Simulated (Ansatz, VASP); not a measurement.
# ZrIn: VASP beside Ansatz

```
Zr In
1.0
     2.49785    0.00000    0.00000
     0.00000    2.49785    0.00000
     0.00000    0.00000    3.87284
Zr In
1 1
Direct
  0.00000 0.00000 0.00000
  0.50000 0.50000 0.50000
```

Change from the starting cell: volume scaled by 0.55, PAW files.

Alike in both runs: task electric field gradients; functional LDA; k mesh 12 × 12 × 8; occupations fermi-dirac, width 0.05 eV; no spin polarisation.

|  | VASP | Ansatz |
| --- | --- | --- |
| version | VASP 6.6.1 | Ansatz 0.2.0 |
| potentials or method | VASP PAW LDA potentials, release 64 (Zr_sv, In_d) | PAW with Ansatz's default frozen-core files, scalar-relativistic |
| plane-wave cutoff (eV) | 520 | 420 |
| valence electrons in the cell | 25 | 25 |

|  | VASP | Ansatz | Ansatz less VASP |
| --- | --- | --- | --- |
| pressure (GPa) | 188.5 | 186.4 | -2.04 |
| size of Vzz on the site where it differs most (V/Å²) | 216.3 | 230.0 | +13.63 |

LDA's correlation is that of Perdew and Zunger in VASP and of Perdew and Wang (1992) in Ansatz. Both programs put the cell under a high pressure, so it lies far from rest at this level.

Noted on VASP's run: the cell as given lies far from equilibrium.
